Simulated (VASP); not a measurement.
Here is a VASP 6.6.1 calculation.

INCAR

```
PREC = Accurate
ENCUT = 520
EDIFF = 1E-6
ISMEAR = 1
SIGMA = 0.1
LREAL = F
LASPH = T
NELM = 60
ALGO = Normal
ISIF = 2
LWAVE = F
LCHARG = T
GGA = PS
LELF = T
LVHAR = T
NBANDS = 16
```

KPOINTS

```
regular mesh
0
Gamma
  6 6 6
```

Contents of POSCAR:

```
LaTe
1.0
    0.0000000000      3.1909567046      3.1909567046
    3.1909567046      0.0000000000      3.1909567046
    3.1909567046      3.1909567046      0.0000000000
La Te
1 1
Direct
    0.0000000000      0.0000000000      0.0000000000
    0.5000000000      0.5000000000      0.5000000000
```

Potentials or basis: VASP PAW PBE potentials, release 64 (La, Te).

The run is started by

```sh
$ cat potpaw_PBE.64/La/POTCAR potpaw_PBE.64/Te/POTCAR > POTCAR
$ mpirun -np 1 vasp_std > vasp.out
```

(1) Estimate the pressure.

Answers

(1) 0.2 GPa.

Caveat: the PAW data sets were made with another functional, which shifts forces and pressure a little.
